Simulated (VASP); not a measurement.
Write the native input for VASP 6.6.1 that does the following.

```yaml
Task: single point
Functional: PBE
Potentials_or_basis: VASP PAW PBE potentials, release 64 (Ni)
Cutoff: 520 eV
k_mesh: 14 × 14 × 7
Occupations: fermi-dirac, width 0.1 eV
Spin: collinear spin
Starting_moments: "[0.0, 2.0] μB"
Dipole_correction: no
Further_INCAR_settings: ALGO = Normal; EDIFF = 1e-06; NBANDS = 21
```

The structure of Ni lies in POSCAR:

```
Ni
1.0
    0.0000000000      1.8075000000      1.8075000000
    1.8075000000      0.0000000000      1.8075000000
    3.6150000000      3.6150000000      0.0000000000
Ni
2
Direct
    0.0000000000      0.0000000000      0.0000000000
    0.0000000000      0.0000000000      0.5000000000
```

One way to write it, as run:

INCAR

```
SYSTEM = Ni
PREC = Accurate ; ENCUT = 520
EDIFF = 1E-6 ; ISMEAR = -1
SIGMA = 0.1 ; LREAL = .False.
LASPH = .True. ; NELM = 150
ALGO = Normal ; ISIF = 2
LWAVE = .False. ; LCHARG = .False.
ISPIN = 2 ; MAGMOM = 0 2
LORBIT = 11 ; LMAXMIX = 4
GGA = PE ; NBANDS = 21
```

KPOINTS

```
regular mesh
0
Gamma
  14 14 7
  0 0 0
```

Potentials or basis: VASP PAW PBE potentials, release 64 (Ni).

Run with:

```bash
$ cat potpaw_PBE.64/Ni/POTCAR > POTCAR
$ mpirun -np 1 vasp_std > vasp.out
```

Results of the run:

| Property | Result |
| --- | --- |
| Pressure | -12.6 GPa |
| Net moment | 1.28 μB per cell |
| Site moments | Ni +0.66 μB |
| Valence electrons inside the program's atomic spheres | Ni 9.18 |

Caveat: the cell stands under tension.

It took 5.3 min on 1 thread of AMD EPYC 7R13, on a shared host, peak memory 0.2 GiB.
